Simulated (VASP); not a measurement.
Write the native input for VASP 6.6.1 that does the following.

```yaml
Task: single point
Functional: PBE
Potentials_or_basis: VASP PAW PBE potentials, release 64 (Zn, S)
Cutoff: 520 eV
k_mesh: 8 × 8 × 8
Occupations: gaussian, width 0.1 eV
Spin: no spin polarisation
Dipole_correction: no
Further_INCAR_settings: ALGO = Normal; EDIFF = 1e-07; NBANDS = 35
```

The structure of Zn4S lies in POSCAR:

```
Zn4S
1.0
    4.7184326944      0.0000000000      0.0000000000
    0.0000000000      4.7184326944      0.0000000000
    0.0000000000      0.0000000000      4.7184326944
Zn S
4 1
Direct
    0.5000000000      0.5000000000      0.5000000000
    0.0000000000      0.5000000000      0.5000000000
    0.5000000000      0.0000000000      0.5000000000
    0.5000000000      0.5000000000      0.0000000000
    0.0000000000      0.0000000000      0.0000000000
```

The input as run:

INCAR

```
SYSTEM = Zn4S
PREC = Accurate
ENCUT = 520
EDIFF = 1E-7
ISMEAR = 0
SIGMA = 0.1
LREAL = .FALSE.
LASPH = .TRUE.
NELM = 100
ALGO = Normal
ISIF = 2
LWAVE = .FALSE.
LCHARG = .FALSE.
GGA = PE
NBANDS = 35
```

KPOINTS

```
regular mesh
0
G
  8 8 8
  0 0 0
```

Potentials or basis: VASP PAW PBE potentials, release 64 (Zn, S).

Launch:

```sh
$ cat potpaw_PBE.64/Zn/POTCAR potpaw_PBE.64/S/POTCAR > POTCAR
$ mpirun -np 1 vasp_std > vasp.out
```

It gave:

```yaml
Pressure: 0.2 GPa
Band_gap_on_the_k_mesh: zero (band 27 reaches 1.59 eV, above the bottom of band 28 at -1.30 eV)
```

Run time: 2.6 min on 1 thread of AMD EPYC 7R13, on a shared host, peak memory 0.23 GiB.
